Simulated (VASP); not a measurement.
# MgB2 (P6/mmm) in VASP: notebook

MgB2 is run at these levels: PBE; tasks: single point.

Program: VASP 6.6.1. These are calculated values, not measurements. Logs are shortened: lines on timing, memory, paths and dates and some standing lists are left out, and cuts for length are marked.

## 1. The cell of the first run

The structure is hexagonal, space group P6/mmm (No. 191). The conventional cell has a = 3.076 Å, b = 3.076 Å, c = 3.522 Å, α = 90.00°, β = 90.00°, γ = 120.00°. Within 3.3 Å of Mg (site symmetry 6/mmm) lie 12 B at 2.50 Å and 6 Mg at 3.08 Å. B (site symmetry -6m2) has 3 B at 1.78 Å within 2.4 Å.

## 2. Single point, PBE

File INCAR:

```
PREC = Accurate ; ENCUT = 600
EDIFF = 1E-6 ; ISMEAR = 0
SIGMA = 0.1 ; LREAL = F
LASPH = T ; NELM = 120
ALGO = Normal ; ISIF = 2
LWAVE = F ; LCHARG = T
GGA = PE ; LELF = T
LVHAR = T ; NBANDS = 11
GGA_COMPAT = F
```

File KPOINTS:

```
regular mesh
0
Gamma
  27 27 18
```

File POSCAR:

```
MgB2
1.0
    3.0758935124      0.0000000000      0.0000000000
   -1.5379467562      2.6638019210      0.0000000000
    0.0000000000      0.0000000000      3.5224067905
Mg B
1 2
Direct
    0.0000000000      0.0000000000      0.0000000000
    0.3333333333      0.6666666667      0.5000000000
    0.6666666667      0.3333333333      0.5000000000
```

Potentials or basis: VASP PAW PBE potentials, release 64 (Mg, B).

On the command line:

```console
$ cat potpaw_PBE.64/Mg/POTCAR potpaw_PBE.64/B/POTCAR > POTCAR
$ mpirun -np 1 vasp_std > vasp.out
```

OUTCAR:

```text
PREC = Accurate
   ENCUT = 600
   EDIFF = 1E-6
   ISMEAR = 0
   LREAL = F
   LASPH = T
   NELM = 120
   ISIF = 2
   GGA = PE

 ion  position               nearest neighbor table
   1  0.000  0.000  0.000-   2 2.50   3 2.50   2 2.50   3 2.50   2 2.50   2 2.50   3 2.50   3 2.50
                             3 2.50   3 2.50   2 2.50   2 2.50
   2  0.333  0.667  0.500-   3 1.78   3 1.78   3 1.78   1 2.50   1 2.50   1 2.50   1 2.50   1 2.50
                             1 2.50
   3  0.667  0.333  0.500-   2 1.78   2 1.78   2 1.78   1 2.50   1 2.50   1 2.50   1 2.50   1 2.50
                             1 2.50

  LATTYP: Found a hexagonal cell.
 ALAT       =     3.0758935124
 C/A-ratio  =     1.1451653890

  Lattice vectors:

 A1 = (   3.0758935124,   0.0000000000,   0.0000000000)
 A2 = (  -1.5379467562,   2.6638019210,   0.0000000000)
 A3 = (   0.0000000000,   0.0000000000,   3.5224067905)

Analysis of symmetry for initial positions (statically):
=====================================================================
 Subroutine PRICEL returns:
 Original cell was already a primitive cell.

 Routine SETGRP: Setting up the symmetry group for a
 hexagonal supercell.

 Subroutine GETGRP returns: Found 24 space group operations
 (whereof 24 operations were pure point group operations)
 out of a pool of 24 trial point group operations.

The static configuration has the point symmetry D_6h.

Analysis of symmetry for dynamics (positions and initial velocities):
=====================================================================
 Subroutine PRICEL returns:
 Original cell was already a primitive cell.

 Routine SETGRP: Setting up the symmetry group for a
 hexagonal supercell.

 Subroutine GETGRP returns: Found 24 space group operations
 (whereof 24 operations were pure point group operations)
 out of a pool of 24 trial point group operations.

The dynamic configuration has the point symmetry D_6h.

 Subroutine INISYM returns: Found 24 space group operations
 (whereof 24 operations are pure point group operations),
 and found     1 'primitive' translations

----------------------------------------------------------------------------------------

                                     Primitive cell

  volume of cell :      28.8611

  direct lattice vectors                    reciprocal lattice vectors
     3.075893512  0.000000000  0.000000000     0.325108784  0.187701644  0.000000000
    -1.537946756  2.663801921  0.000000000     0.000000000  0.375403288  0.000000000
     0.000000000  0.000000000  3.522406790     0.000000000  0.000000000  0.283896795

  length of vectors
     3.075893512  3.075893512  3.522406790     0.375403288  0.375403288  0.283896795

[... 90 lines left out ...]
   POTIM  = 0.5000    time-step for ionic-motion
   TEBEG  =    0.0;   TEEND  =   0.0 temperature during run
   PSTRESS=    0.0 pullay stress
   NELECT =       8.0000    total number of electrons
   NUPDOWN=      -1.0000    fix difference up-down
   EMIN   =  10.00;   EMAX   =-10.00  energy-range for DOS
   EFERMI =   0.00;   METHOD = LEGACY
   ISMEAR =     0;   SIGMA  =   0.10  broadening in eV -4-tet -1-fermi 0-gaus
   EFERMI_NEDOS =   21; number of points for ismear=-14 and -15
   IALGO  =     38    algorithm
   IMIX   =      4    mixing-type and parameters
     AMIX     =   0.40;   BMIX     =  1.00
     AMIX_MAG =   1.60;   BMIX_MAG =  1.00
  volume/ion in A,a.u.               =       9.62        64.92
  Fermi-wavevector in a.u.,A,eV,Ry     =   1.067417  2.017125 15.502179  1.139378
  Thomas-Fermi vector in A             =   2.203032
   LORBIT       =      0    0 simple, 1 ext, 2 COOP (PROOUT), +10 PAW based schemes
   GGA     = PE    functional components
   LHFCALC =     F    Hartree Fock is set to
   AEXX    =    0.0000 exact exchange contribution
   IVDW    =     0    specifies the selected vdW correction
   LEPSILON=     F    determine dielectric tensor
   LRPA    =     F    only Hartree local field effects (RPA)
 non-spin polarized calculation
 Gauss-broadening in eV      SIGMA  =   0.10
  energy-cutoff  :      600.00
  volume of cell :       28.86
 maximum number of plane-waves:       986
 NGX is ok and might be reduce to    28
   NGX = 13   NGY = 13   NGZ = 15

 number of electron       8.0000000 magnetization

 Free energy of the ion-electron system (eV)
  ---------------------------------------------------
  ext. energy  EPLUGINS =         0.00000000
  ---------------------------------------------------
  free energy    TOTEN  =       -15.32690428 eV

  energy without entropy =      -15.32305556  energy(sigma->0) =      -15.32497992

 E-fermi :   5.2865     XC(G=0): -10.9343

 val. band max:        5.2865103386   @ k =   0.1111   0.0000   0.1667
 cond. band min:       5.2918118402   @ k =   0.1111   0.0370   0.3889
 fundamental gap:      0.0053015016
 Fermi energy:         5.2865118030

 k-point     1 :       0.0000    0.0000    0.0000
  band No.  band energies     occupation
      1      -7.1487      2.00000
      2       2.3297      2.00000
      3       5.6792      0.00000
      4       5.6792      0.00000
      5       6.9307      0.00000
      6      11.6565      0.00000
      7      11.6565      0.00000
      8      13.4895      0.00000
      9      15.3031      0.00000
     10      18.0578      0.00000
     11      21.4953      0.00000
[... 309 lines left out ...]
 k-point    24 :       0.3704    0.0370    0.0000
  band No.  band energies     occupation
      1      -4.5539      2.00000
      2      -0.8647      2.00000
      3       3.2177      2.00000
      4       4.7418      2.00000
      5       9.0202      0.00000
      6       9.4995      0.00000
      7      10.3743      0.00000
      8      13.3256      0.00000
      9      17.8052      0.00000
     10      18.3705      0.00000
     11      19.6047      0.00000

 [... further k-points ...]
[... 5 lines left out ...]
  --------------------------------------------------------------------------------------
  -------------------------------------------------------------------------------------
  Total       -0.0510189     -0.0510189     -0.0512554      0.0000000     -0.0000000      0.0000000
  in kB       -2.8322336     -2.8322336     -2.8453620      0.0000000     -0.0000000      0.0000000
  external PRESSURE =      -2.8366097 kB  Pullay stress =       0.0000000 kB

 VOLUME and BASIS-vectors are now :
 -----------------------------------------------------------------------------
  energy-cutoff  :      600.00
  volume of cell :       28.86
      direct lattice vectors                 reciprocal lattice vectors
     3.075893512  0.000000000  0.000000000     0.325108784  0.187701644  0.000000000
    -1.537946756  2.663801921  0.000000000     0.000000000  0.375403288  0.000000000
     0.000000000  0.000000000  3.522406790     0.000000000  0.000000000  0.283896795

 POSITION                                       TOTAL-FORCE (eV/Angst)
 -----------------------------------------------------------------------------------
      0.00000      0.00000      0.00000        -0.000000     -0.000000     -0.000000
     -0.00000      1.77587      1.76120         0.000000     -0.000000      0.000000
      1.53795      0.88793      1.76120        -0.000000      0.000000     -0.000000
 -----------------------------------------------------------------------------------
    total drift:                                0.000000      0.000000     -0.000000

  FREE ENERGIE OF THE ION-ELECTRON SYSTEM (eV)
  ---------------------------------------------------
  free  energy   TOTEN  =       -15.3269042814 eV

  energy  without entropy=      -15.3230555572  energy(sigma->0) =      -15.32497992
```

stdout:

```text
POSCAR found type information on POSCAR MgB
 POSCAR found :  2 types and       3 ions
 scaLAPACK will be used
 LDA part: xc-table for (Slater+PW92), standard interpolation
 POSCAR, INCAR and KPOINTS ok, starting setup
 FFT: planning ... GRIDC
 FFT: planning ... GRID_SOFT
 FFT: planning ... GRID
 WAVECAR not read
 entering main loop
```

Run time: 2.8 min. Hardware: 1 thread of AMD EPYC 9R45 (Zen 5), shared host; peak memory 0.39 GiB.

What came out:

```yaml
Free_energy: -15.3269 eV
Pressure: -0.3 GPa
Band_gap_on_the_k_mesh: zero (bands 4 and 5 overlap by 3.80 eV)
```

## 3. Single point, PBE

File INCAR:

```
ALGO = Normal
EDIFF = 1E-6
ENCUT = 600
GGA = PE
GGA_COMPAT = False
ISIF = 2
ISMEAR = -4
LASPH = True
LCHARG = True
LELF = True
LREAL = False
LVHAR = True
LWAVE = False
NBANDS = 11
NELM = 120
PREC = Accurate
SIGMA = 0.1
```

File KPOINTS:

```
k-points
0
Gamma
  19 19 15
```

File POSCAR:

```
MgB2
1.0
    3.0728984589      0.0000000000      0.0000000000
   -1.5364492295      2.6612081287      0.0000000000
    0.0000000000      0.0000000000      3.5320019500
Mg B
1 2
Direct
    0.0000000000      0.0000000000      0.0000000000
    0.3333333333      0.6666666667      0.5000000000
    0.6666666667      0.3333333333      0.5000000000
```

Potentials or basis: VASP PAW PBE potentials, release 64 (Mg, B).

On the command line:

```console
$ cat potpaw_PBE.64/Mg/POTCAR potpaw_PBE.64/B/POTCAR > POTCAR
$ mpirun -np 1 vasp_std > vasp.out
```

It took 46 s on 1 thread of Intel Xeon 6975P-C (Granite Rapids), shared host; peak memory 0.27 GiB.

The run converged. Its results:

* Free energy: -15.3018 eV
* Pressure: -0.2 GPa
* Band gap on the k mesh: zero (bands 4 and 5 overlap by 3.05 eV)

Stress tensor (GPa, compression positive):
```
 0.08  0.00  0.00
 0.00  0.08  0.00
 0.00  0.00 -0.70
```

Levels at points of the mesh, in eV from the Fermi level:
| k point | band 1 | band 2 | band 3 | band 4 | band 5 | band 6 | band 7 | band 8 | band 9 |
| --- | --- | --- | --- | --- | --- | --- | --- | --- | --- |
| (0.00, 0.00, 0.00) | -12.42 | -2.98 | 0.43 | 0.43 | 1.59 | 6.42 | 6.42 | 8.27 | 10.05 |
